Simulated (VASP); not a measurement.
# Ta (Im-3m) in VASP: single point with LDA

Aim: the single point of Ta with LDA.

Everything below comes from runs of VASP 6.6.1. Logs are shortened: lines on timing, memory, paths and dates and some standing lists are left out, and cuts for length are marked.

### Step 1. The cell of the first run

It takes space group Im-3m (No. 229, cubic). Conventional cell: a = 3.253 Å, b = 3.253 Å, c = 3.253 Å, α = 90.00°, β = 90.00°, γ = 90.00°. Ta (site symmetry m-3m) has 14 Ta at 2.82 to 3.25 Å within 3.7 Å.

### Step 2. Single point, LDA (17.21 Å³/atom)

Input file INCAR:

```
SYSTEM = Ta
PREC     = Accurate       ! precision mode
ENCUT    = 500            ! plane-wave cutoff, eV
EDIFF    = 1E-6           ! SCF threshold, eV
ISMEAR   = 0              ! smearing method
SIGMA    = 0.05           ! smearing width, eV
LREAL    = .FALSE.        ! projectors in reciprocal space
LASPH    = .TRUE.         ! aspherical terms in the spheres
NELM     = 120            ! most SCF steps
ALGO     = Normal         ! electronic algorithm
ISIF     = 2              ! what is computed and relaxed
LWAVE    = .FALSE.        ! write WAVECAR
LCHARG   = .FALSE.        ! write CHGCAR
NBANDS   = 12             ! bands
GGA_COMPAT= .FALSE.
```

Input file KPOINTS:

```
Automatic mesh
0
G
  18 18 18
  0 0 0
```

Input file POSCAR:

```
Ta
1.0
   -1.6264640240      1.6264640240      1.6264640240
    1.6264640240     -1.6264640240      1.6264640240
    1.6264640240      1.6264640240     -1.6264640240
Ta
1
Direct
    0.0000000000      0.0000000000      0.0000000000
```

Potentials or basis: VASP PAW LDA potentials, release 64 (Ta_sv_GW).

Launch:

```sh
$ cat potpaw_LDA.64/Ta_sv_GW/POTCAR > POTCAR
$ mpirun -np 1 vasp_std > vasp.out
```

OUTCAR:

```text
SYSTEM = Ta
   PREC = Accurate
   ENCUT = 500
   EDIFF = 1E-6
   ISMEAR = 0
   LREAL = .FALSE.
   LASPH = .TRUE.
   NELM = 120
   ISIF = 2

 ion  position               nearest neighbor table
   1  0.000  0.000  0.000-

  LATTYP: Found a body centered cubic cell.
 ALAT       =     3.2529280480

  Lattice vectors:

 A1 = (  -1.6264640240,   1.6264640240,   1.6264640240)
 A2 = (   1.6264640240,  -1.6264640240,   1.6264640240)
 A3 = (   1.6264640240,   1.6264640240,  -1.6264640240)

Analysis of symmetry for initial positions (statically):
=====================================================================
 Subroutine PRICEL returns:
 Original cell was already a primitive cell.

 Routine SETGRP: Setting up the symmetry group for a
 body centered cubic supercell.

 Subroutine GETGRP returns: Found 48 space group operations
 (whereof 48 operations were pure point group operations)
 out of a pool of 48 trial point group operations.

The static configuration has the point symmetry O_h .

Analysis of symmetry for dynamics (positions and initial velocities):
=====================================================================
 Subroutine PRICEL returns:
 Original cell was already a primitive cell.

 Routine SETGRP: Setting up the symmetry group for a
 body centered cubic supercell.

 Subroutine GETGRP returns: Found 48 space group operations
 (whereof 48 operations were pure point group operations)
 out of a pool of 48 trial point group operations.

The dynamic configuration has the point symmetry O_h .

 Subroutine INISYM returns: Found 48 space group operations
 (whereof 48 operations are pure point group operations),
 and found     1 'primitive' translations

----------------------------------------------------------------------------------------

                                     Primitive cell

  volume of cell :      17.2105

  direct lattice vectors                    reciprocal lattice vectors
    -1.626464024  1.626464024  1.626464024     0.000000000  0.307415346  0.307415346
     1.626464024 -1.626464024  1.626464024     0.307415346  0.000000000  0.307415346
     1.626464024  1.626464024 -1.626464024     0.307415346  0.307415346  0.000000000

  length of vectors
     2.817118326  2.817118326  2.817118326     0.434750951  0.434750951  0.434750951

  position of ions in fractional coordinates (direct lattice)
     0.000000000  0.000000000  0.000000000

  ion indices of the primitive-cell ions
   primitive index   ion index
                 1           1

----------------------------------------------------------------------------------------

 KPOINTS: Automatic mesh

Automatic generation of k-mesh.
 Grid dimensions read from file:
 generate k-points for:   18   18   18

 Generating k-lattice:

  Cartesian coordinates                     Fractional coordinates (reciprocal lattice)
     0.000000000  0.017078630  0.017078630     0.055555556  0.000000000  0.000000000
     0.017078630  0.000000000  0.017078630     0.000000000  0.055555556  0.000000000
     0.017078630  0.017078630  0.000000000     0.000000000  0.000000000  0.055555556

  Length of vectors
     0.024152831  0.024152831  0.024152831

  Shift w.r.t. Gamma in fractional coordinates (k-lattice)
     0.000000000  0.000000000  0.000000000

 Subroutine IBZKPT returns following result:
 ===========================================

 Found    195 irreducible k-points:

 Following reciprocal coordinates:
            Coordinates               Weight
  0.000000  0.000000  0.000000      1.000000
  0.055556  0.000000  0.000000     12.000000
  0.111111  0.000000  0.000000     12.000000
  0.166667  0.000000  0.000000     12.000000
  0.222222  0.000000  0.000000     12.000000
  0.277778  0.000000  0.000000     12.000000
[... 16 lines left out ...]
  0.333333  0.111111 -0.000000     48.000000
  0.388889  0.111111  0.000000     48.000000
 [... further k-points ...]
   k-points           NKPTS =    195   k-points in BZ     NKDIM =    195   number of bands    NBANDS=     12
   number of dos      NEDOS =    301   number of ions     NIONS =      1
   total plane-waves  NPLWV =  13824
   dimension x,y,z NGX =    24 NGY =   24 NGZ =   24
   dimension x,y,z NGXF=    48 NGYF=   48 NGZF=   48
   ions per type =               1
   NGX,Y,Z   is equivalent  to a cutoff of  14.16, 14.16, 14.16 a.u.
   NGXF,Y,Z  is equivalent  to a cutoff of  28.33, 28.33, 28.33 a.u.
 SYSTEM =  Ta
   PREC   = accura    normal or accurate (medium, high low for compatibility)
   ISTART =      0    job   : 0-new  1-cont  2-samecut
   ICHARG =      2    charge: 1-file 2-atom 10-const
   ISPIN  =      1    spin polarized calculation?
   LNONCOLLINEAR =      F non collinear calculations
   LSORBIT =      F    spin-orbit coupling
   LASPH  =      T    aspherical Exc in radial PAW
   ENCUT  =  500.0 eV  36.75 Ry    6.06 a.u.   5.14  5.14  5.14*2*pi/ulx,y,z
   NELM   =    120;   NELMIN=  2; NELMDL= -5     # of ELM steps
   EDIFF  = 0.1E-05   stopping-criterion for ELM
   LREAL  =      F    real-space projection
[... 7 lines left out ...]
   TEBEG  =    0.0;   TEEND  =   0.0 temperature during run
   PSTRESS=    0.0 pullay stress
   NELECT =      13.0000    total number of electrons
   NUPDOWN=      -1.0000    fix difference up-down
   EMIN   =  10.00;   EMAX   =-10.00  energy-range for DOS
   EFERMI =   0.00;   METHOD = LEGACY
   ISMEAR =     0;   SIGMA  =   0.05  broadening in eV -4-tet -1-fermi 0-gaus
   EFERMI_NEDOS =   21; number of points for ismear=-14 and -15
   IALGO  =     38    algorithm
   IMIX   =      4    mixing-type and parameters
     AMIX     =   0.40;   BMIX     =  1.00
     AMIX_MAG =   1.60;   BMIX_MAG =  1.00
  volume/ion in A,a.u.               =      17.21       116.14
  Fermi-wavevector in a.u.,A,eV,Ry     =   1.490933  2.817455 30.244139  2.222882
  Thomas-Fermi vector in A             =   2.603652
   LORBIT       =      0    0 simple, 1 ext, 2 COOP (PROOUT), +10 PAW based schemes
   GGA     = CA    functional components
   LHFCALC =     F    Hartree Fock is set to
   AEXX    =    0.0000 exact exchange contribution
   IVDW    =     0    specifies the selected vdW correction
   LEPSILON=     F    determine dielectric tensor
   LRPA    =     F    only Hartree local field effects (RPA)
 non-spin polarized calculation
 Gauss-broadening in eV      SIGMA  =   0.05
  energy-cutoff  :      500.00
  volume of cell :       17.21
 maximum number of plane-waves:       466
 NGX is ok and might be reduce to    24
   NGX = 11   NGY = 11   NGZ = 11

 number of electron      13.0000001 magnetization

 Free energy of the ion-electron system (eV)
  ---------------------------------------------------
  ext. energy  EPLUGINS =         0.00000000
  ---------------------------------------------------
  free energy    TOTEN  =       -15.31867918 eV

  energy without entropy =      -15.31713742  energy(sigma->0) =      -15.31790830

 E-fermi :  10.8084     XC(G=0): -13.5205

 val. band max:       10.8068201249   @ k =  -0.2222   0.2222   0.0556
 cond. band min:      10.8138712954   @ k =  -0.2222   0.2222   0.1667
 fundamental gap:      0.0070511705
 Fermi energy:        10.8084387130

 k-point     1 :       0.0000    0.0000    0.0000
  band No.  band energies     occupation
      1     -55.8692      2.00000
      2     -21.9197      2.00000
      3     -21.9197      2.00000
      4     -21.9197      2.00000
      5       2.8127      2.00000
      6      11.4751      0.00000
      7      11.4751      0.00000
      8      11.4751      0.00000
      9      14.8949      0.00000
     10      14.8949      0.00000
     11      25.6657      0.00000
     12      25.6657      0.00000

 k-point     2 :       0.0556    0.0000    0.0000
  band No.  band energies     occupation
      1     -55.8649      2.00000
      2     -21.9657      2.00000
      3     -21.9337      2.00000
      4     -21.9200      2.00000
      5       2.9596      2.00000
      6      11.3796      0.00000
      7      11.4500      0.00000
      8      11.6192      0.00000
      9      14.7343      0.00000
     10      14.8946      0.00000
     11      25.7996      0.00000
     12      25.9147      0.00000

 k-point     3 :       0.1111    0.0000    0.0000
  band No.  band energies     occupation
      1     -55.8523      2.00000
      2     -22.0956      2.00000
      3     -21.9736      2.00000
      4     -21.9210      2.00000
      5       3.3838      2.00000
      6      11.1170      0.00000
      7      11.3427      0.00000
      8      12.0471      0.00000
      9      14.4014      0.00000
     10      14.9021      0.00000
     11      26.1439      0.00000
     12      26.6366      0.00000
[... 286 lines left out ...]
 k-point    23 :       0.3333    0.1111   -0.0000
  band No.  band energies     occupation
      1     -55.7359      2.00000
      2     -23.1244      2.00000
      3     -22.3555      2.00000
      4     -21.9892      2.00000
      5       6.6482      2.00000
      6       9.3707      2.00000
      7      11.0422      0.00000
      8      14.5956      0.00000
      9      15.8328      0.00000
     10      18.0475      0.00000
     11      23.7479      0.00000
     12      24.8952      0.00000

 k-point    24 :       0.3889    0.1111    0.0000
  band No.  band energies     occupation
      1     -55.7239      2.00000
      2     -23.2185      2.00000
      3     -22.4015      2.00000
      4     -21.9909      2.00000
      5       6.6697      2.00000
      6       9.2304      2.00000
      7      11.7109      0.00000
      8      14.6683      0.00000
      9      16.0480      0.00000
     10      19.1206      0.00000
     11      22.9076      0.00000
     12      23.9894      0.00000

 [... further k-points ...]

------------------------ aborting loop because EDIFF is reached ----------------------------------------

  FORCE on cell =-STRESS in cart. coord.  units (eV):
  Direction    XX          YY          ZZ          XY          YZ          ZX
  --------------------------------------------------------------------------------------
  -------------------------------------------------------------------------------------
  Total       -0.0749804     -0.0749804     -0.0749804      0.0000000      0.0000000      0.0000000
  in kB       -6.9801507     -6.9801507     -6.9801507      0.0000000      0.0000000      0.0000000
  external PRESSURE =      -6.9801507 kB  Pullay stress =       0.0000000 kB

 VOLUME and BASIS-vectors are now :
 -----------------------------------------------------------------------------
  energy-cutoff  :      500.00
  volume of cell :       17.21
      direct lattice vectors                 reciprocal lattice vectors
    -1.626464024  1.626464024  1.626464024     0.000000000  0.307415346  0.307415346
     1.626464024 -1.626464024  1.626464024     0.307415346  0.000000000  0.307415346
     1.626464024  1.626464024 -1.626464024     0.307415346  0.307415346  0.000000000

 POSITION                                       TOTAL-FORCE (eV/Angst)
 -----------------------------------------------------------------------------------
      0.00000      0.00000      0.00000        -0.000000     -0.000000     -0.000000
 -----------------------------------------------------------------------------------
    total drift:                                0.000000     -0.000000      0.000000

  FREE ENERGIE OF THE ION-ELECTRON SYSTEM (eV)
  ---------------------------------------------------
  free  energy   TOTEN  =       -15.3186791776 eV

  energy  without entropy=      -15.3171374161  energy(sigma->0) =      -15.31790830
```

Wall time 30 s (1 thread of Intel Xeon Platinum 8259CL at 2.50GHz (Skylake/Cascade Lake), shared host); peak memory 0.17 GiB.

Results:

```yaml
Free_energy: -15.3187 eV
Pressure: -0.7 GPa
Band_gap_on_the_k_mesh: zero (an odd number of electrons rules out a gap without spin polarisation)
```

Caveat: spin-orbit coupling is left out, which moves the levels of the heavy elements.
